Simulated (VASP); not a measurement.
In3GaSb2N2:

```xyz
8
Lattice="5.1765 0.0000 0.0000 0.0000 5.1765 0.0000 0.0000 0.0000 7.9359" Properties=species:S:1:pos:R:3 pbc="T T T"
In    2.5882    2.5882    4.6069
In    2.5882    0.0000    1.6419
In    0.0000    2.5882    1.6419
Ga    2.5882    2.5882    2.1094
Sb    0.0000    0.0000    0.9927
Sb    2.5882    2.5882    7.0269
N     2.5882    0.0000    7.5349
N     0.0000    2.5882    7.5349
```

The cell was generated, and may not be a known phase.

| Property | Result |
| --- | --- |
| Program | VASP 6.6.1 |
| Task | relaxation of cell and atoms |
| Functional | PBE |
| Potentials or basis | VASP PAW PBE potentials, release 64 (In_d, Ga_d, Sb, N) |
| Cutoff | 600 eV |
| k mesh | 3 × 3 × 2 |
| Occupations | gaussian, width 0.15 eV |
| Spin | no spin polarisation |

At the start: pressure 9.8 GPa; volume 26.58 Å³/atom.

Task: Where does the relaxation end?

Result: Over 29 steps the energy falls by 693.0 meV/atom and the volume is 27.00 Å³/atom (+1.6 %); space group P4mm (No. 99, to 0.1 Å) before and after.

Step by step:
```tsv
step	energy change (eV)	largest force (eV/Å)	pressure (GPa)	volume (Å³)
1	0.0000	6.0325	9.78	212.65
2	-1.4360	2.4361	-3.87	266.37
3	-1.8348	2.7974	-0.96	243.83
4	-2.4146	2.8433	-1.13	243.31
5	-3.0390	2.1627	0.15	241.41
6	-3.1044	2.1958	-0.66	242.06
7	-3.5184	1.9752	-0.96	239.92
8	-4.4012	1.3145	-1.23	233.31
9	-4.3131	1.7318	0.03	219.35
10	-4.6524	1.5537	-0.75	226.80
11	-4.8508	0.5685	-0.17	222.40
12	-4.8845	0.5801	0.44	219.17
13	-4.9464	0.4523	0.15	220.81
14	-4.9992	0.6838	-0.22	224.20
15	-5.0317	0.6941	-0.29	224.74
16	-5.1239	0.7361	-0.50	226.36
17	-5.2456	0.8497	-0.81	229.57
18	-5.3462	0.5018	-0.86	228.46
19	-5.4323	0.5597	-0.71	226.11
20	-5.4331	0.5749	-0.68	225.87
21	-5.4550	0.5570	-0.33	223.58
22	-5.4848	0.5126	0.85	216.81
23	-5.5029	0.4234	0.63	217.01
24	-5.5276	0.3417	0.00	217.60
25	-5.5277	0.3598	-0.04	217.64
26	-5.5325	0.2626	-0.06	217.53
27	-5.5391	0.2306	-0.10	217.21
28	-5.5427	0.1348	0.05	216.54
29	-5.5436	0.0562	0.17	215.98
```

Final structure:
```
In Ga Sb N
1.0
     4.87272    0.00000    0.00000
     0.00000    4.87272    0.00000
     0.00000    0.00000    9.09659
In Ga Sb N
3 1 2 2
Direct
  0.50000 0.50000 0.62482
  0.50000 0.00000 0.20635
  0.00000 0.50000 0.20635
  0.50000 0.50000 0.33327
  0.00000 0.00000 0.94317
  0.50000 0.50000 0.94022
  0.50000 0.00000 0.95772
  0.00000 0.50000 0.95772
```

Caveat: the relaxation stopped at a loose force limit of 0.08 eV/Å, so its end isn't a converged minimum.
